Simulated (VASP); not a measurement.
## CuO: single point with PBEsol+U

CuO:

```
CELL_PARAMETERS angstrom
2.34465 -1.71340 0.00000
2.34465 1.71340 0.00000
-0.86055 0.00000 5.05944
ATOMIC_POSITIONS crystal
Cu 0.00320 0.49680 0.00000
Cu 0.49680 0.00320 0.50000
O 0.57140 0.40560 0.25370
O 0.40560 0.57140 0.75370
```

```yaml
Program: VASP 6.6.1
Task: single point
Functional: PBEsol
Potentials_or_basis: VASP PAW PBE potentials, release 64 (Cu, O)
Cutoff: 520 eV
k_mesh: 7 × 7 × 4
Occupations: gaussian, width 0.05 eV
Spin: collinear spin, zero start
Starting_moments: "[0.0, 0.0, 0.0, 0.0] μB"
Hubbard_terms: Cu d U = 6.0 eV, J = 0.7 eV
```

| Property | Result |
| --- | --- |
| Pressure | -6.3 GPa |
| Largest force | 0.694 eV/Å |
| Band gap on the k mesh | zero (filled and empty bands overlap) |
| Net moment | 0.00 μB per cell |
| Valence electrons inside the program's atomic spheres | Cu 10.03; O 4.91 |

Forces in eV/Å, atoms in the order of the input:
```
Cu  -0.539  0.282  0.212
Cu  -0.539 -0.282  0.212
O    0.539  0.383 -0.212
O    0.539 -0.383 -0.212
```

Stress tensor (GPa, compression positive):
```
-6.54  0.00 -0.25
 0.00 -4.03  0.00
-0.25  0.00 -8.40
```

Levels at points of the mesh, in eV from the Fermi level:
Spin up:
```tsv
k point	band 14	band 15	band 16	band 17	band 18	band 19	band 20	band 21
(0.00, 0.00, 0.00)	-2.58	-2.39	-2.15	0.27	0.97	1.99	6.53	8.49
(0.00, 0.00, 0.50)	-2.88	-1.68	-1.68	0.33	0.33	4.25	4.25	12.04
```
Spin down:
| k point | band 13 | band 14 | band 15 | band 16 | band 17 | band 18 | band 19 | band 20 | band 21 | band 22 |
| --- | --- | --- | --- | --- | --- | --- | --- | --- | --- | --- |
| (0.00, 0.00, 0.00) | -2.65 | -2.58 | -2.39 | -2.15 | 0.27 | 0.97 | 1.99 | 6.53 | 8.49 | 13.91 |
| (0.00, 0.00, 0.50) | -2.88 | -2.88 | -1.68 | -1.68 | 0.33 | 0.33 | 4.25 | 4.25 | 12.04 | 12.04 |

Eigenvalues of the final occupation matrices:
| site | spin | trace | eigenvalues |
| --- | --- | --- | --- |
| site 1 d | 1 | 4.66 | 0.80 0.95 0.96 0.97 0.98 |
| site 1 d | 2 | 4.66 | 0.80 0.95 0.96 0.97 0.98 |
| site 2 d | 1 | 4.66 | 0.80 0.95 0.96 0.97 0.98 |
| site 2 d | 2 | 4.66 | 0.80 0.95 0.96 0.97 0.98 |

Wall time 80 s on 1 thread of AMD EPYC 9R45 96-Core Processor (Zen 5), on a shared host, peak memory 0.21 GiB.

Caveat: the cell stands under tension; the PAW data sets were made with another functional, which shifts forces and pressure a little.
